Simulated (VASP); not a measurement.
A run of VASP 6.6.1 is set up as follows.

Contents of INCAR:

```
ALGO = Normal
EDIFF = 1E-6
ENCUT = 520
GGA = PS
ISIF = 2
ISMEAR = -1
IVDW = 13
LASPH = T
LCHARG = F
LREAL = F
LWAVE = F
NBANDS = 14
NELM = 100
PREC = Accurate
SIGMA = 0.05
```

File KPOINTS:

```
k-points
0
Gamma
  12 12 12
```

Contents of POSCAR:

```
Rh
1.0
    0.0000000000      1.8787556899      1.8787556899
    1.8787556899      0.0000000000      1.8787556899
    1.8787556899      1.8787556899      0.0000000000
Rh
1
Direct
    0.0000000000      0.0000000000      0.0000000000
```

Potentials or basis: VASP PAW PBE potentials, release 64 (Rh_pv).

The run is started by

```bash
$ cat potpaw_PBE.64/Rh_pv/POTCAR > POTCAR
$ mpirun -np 1 vasp_std > vasp.out
```

Problem. Predict the dispersion energy per atom.

Solution. -0.508 eV.

Problem. Predict the pressure.

Solution. -0.1 GPa.

Caveat: the PAW data sets were made with another functional, which shifts forces and pressure a little; pairwise dispersion overbinds metals, which lowers pressure and volume.
